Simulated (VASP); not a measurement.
## Al2Au: single point with r2SCAN

Crystal: Al2Au.

```
Al Au
1.0
     0.00000    2.96470    2.96470
     2.96470    0.00000    2.96470
     2.96470    2.96470    0.00000
Al Au
2 1
Cartesian
  1.4824 1.4824 1.4824
  4.4471 4.4471 4.4471
  0.0000 0.0000 0.0000
```

```
Program             : VASP 6.6.1
Task                : single point
Functional          : r2SCAN
Potentials or basis : VASP PAW PBE potentials, release 64 (Al, Au)
Cutoff              : 520 eV
k mesh              : 10 × 10 × 10
Occupations         : fermi-dirac, width 0.1 eV
Spin                : no spin polarisation
```

The pressure is 5.0 GPa.

Levels at points of the mesh, in eV from the Fermi level:
```csv
k point,band 7,band 8,band 9,band 10,band 11,band 12
"(0.00, 0.00, 0.00)",3.08,3.08,3.08,3.20,4.38,4.38
"(0.50, 0.00, 0.00)",-5.86,0.33,0.33,3.91,4.25,4.25
"(0.50, 0.50, 0.00)",-5.42,-2.32,-2.32,1.82,2.42,8.05
```

It took 88 s on 1 thread of Intel(R) Xeon(R) Platinum 8259CL CPU @ 2.50GHz (Skylake/Cascade Lake) (shared host), peak memory 0.2 GiB.

Caveat: the PAW data sets were made with another functional, which shifts forces and pressure a little; spin-orbit coupling is left out, which moves the levels of the heavy elements.
